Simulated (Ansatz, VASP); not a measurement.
# WSe2: VASP beside Ansatz

```
W Se
1.0
     3.33266    0.00000    0.00000
    -1.66633    2.88617    0.00000
     0.00000    0.00000   13.28019
W Se
2 4
Direct
  0.33333 0.66667 0.25000
  0.66667 0.33333 0.75000
  0.66667 0.33333 0.37465
  0.66667 0.33333 0.12535
  0.33333 0.66667 0.87465
  0.33333 0.66667 0.62535
```

Change from the starting cell: hydrostatic strain +1.0%.

Alike in both runs: task single point; functional r2SCAN; k mesh 12 × 12 × 2; no spin polarisation.

```csv
,VASP,Ansatz
version,VASP 6.6.1,Ansatz 0.2.0
potentials or method,"VASP PAW PBE potentials, release 64 (W_sv, Se)","plane waves, PAW"
plane-wave cutoff (eV),520,500
occupations,"gaussian, width 0.01 eV",fixed
valence electrons in the cell,52,92
```

|  | VASP | Ansatz | Ansatz less VASP |
| --- | --- | --- | --- |
| gap on the k mesh at the Fermi level (eV) | 1.19 | 1.20 | +0.005 |
| pressure (GPa) | -0.2 | -0.6 | -0.31 |
| traceless stress, the component that is largest in VASP (GPa) | 1.15 | 1.11 | -0.033 |
| rms of the force components (eV/Å) | 0.003 | 0.018 | +0.0149 |

VASP's potentials were made for PBE, not for r2SCAN. Atom by atom the forces differ by 0.020 eV/Å (rms over components). VASP's potentials hold 52 valence electrons a cell and Ansatz's 92, so a difference there can come from the potentials and not from the codes.

Neither program's run includes spin-orbit coupling.
